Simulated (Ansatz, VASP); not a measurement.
Two plane-wave programs on Si2Ge2Ir

```
CELL_PARAMETERS angstrom
-2.54416 2.54416 3.50232
2.54416 -2.54416 3.50232
2.54416 2.54416 -3.50232
ATOMIC_POSITIONS crystal
Si 0.83342 0.83342 0.00000
Si 0.16658 0.16658 0.00000
Ge 0.50000 0.00000 0.50000
Ge 0.00000 0.50000 0.50000
Ir 0.50000 0.50000 0.00000
```

Alike in both runs: functional PBE; k mesh 4 × 4 × 4; occupations gaussian, width 0.2 eV; no spin polarisation.

Ansatz relaxed the structure, and its values are those at the end. VASP's run is a single point on that final structure, the one shown.

|  | VASP | Ansatz |
| --- | --- | --- |
| version | VASP 6.6.1 | Ansatz 0.2.0 |
| potentials or method | VASP PAW PBE potentials, release 64 (Si, Ge_d, Ir), cutoff 500 eV | scalar-relativistic, plane waves, PAW |
| valence electrons in the cell | 45 | 53 |

VASP gave:

* gap on the k mesh at the Fermi level (eV): none
* pressure (GPa): 0.0
* rms of the force components (eV/Å): 0.014

Estimate Ansatz's values.

gap on the k mesh at the Fermi level (eV): none; pressure (GPa): 0.0; rms of the force components (eV/Å): 0.002.

A gap of «none» marks a metal or a gap that the smearing closes. VASP's potentials hold 45 valence electrons a cell and Ansatz's 53, so a difference there can come from the potentials and not from the codes.

The k mesh is coarse, so the values compare programs but aren't converged. Spin-orbit coupling is off throughout.
